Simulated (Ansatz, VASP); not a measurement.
Te2Mo in VASP and in Ansatz

```xyz
6
Lattice="3.4343 0.0000 0.0000 -1.7171 2.9742 0.0000 0.0000 0.0000 13.3392" Properties=species:S:1:pos:R:3 pbc="T T T"
Te    0.0000    1.9828    8.1889
Te    1.7171    0.9914    1.5193
Te    0.0000    1.9828   11.8199
Te    1.7171    0.9914    5.1503
Mo    0.0000    1.9828    3.3348
Mo    1.7171    0.9914   10.0044
```

Alike in both runs: task single point; functional PBEsol; dispersion D3(BJ); k mesh 12 × 12 × 4; occupations gaussian, width 0.03 eV; no spin polarisation.

|  | VASP | Ansatz |
| --- | --- | --- |
| version | VASP 6.6.1 | Ansatz 0.2.0 |
| potentials or method | VASP PAW PBE potentials, release 64 (Te, Mo_sv), cutoff 520 eV | scalar-relativistic, plane waves, PAW |
| valence electrons in the cell | 52 | 92 |

|  | VASP | Ansatz | Ansatz less VASP |
| --- | --- | --- | --- |
| gap on the k mesh at the Fermi level (eV) | 0.38 | 0.40 | +0.016 |
| least direct gap on the mesh (eV) | 0.80 | 0.79 | -0.005 |
| pressure (GPa) | 0.1 | 0.0 | -0.15 |
| traceless stress, the component that is largest in VASP (GPa) | 0.07 | -0.01 | -0.077 |
| rms of the force components (eV/Å) | 0.017 | 0.002 | -0.0147 |

VASP's potentials were made for PBE, not for PBEsol, and Ansatz warns of the same on its side. Atom by atom the forces differ by 0.015 eV/Å (rms over components). VASP's potentials hold 52 valence electrons a cell and Ansatz's 92, so a difference there can come from the potentials and not from the codes.

Spin-orbit coupling is off throughout.
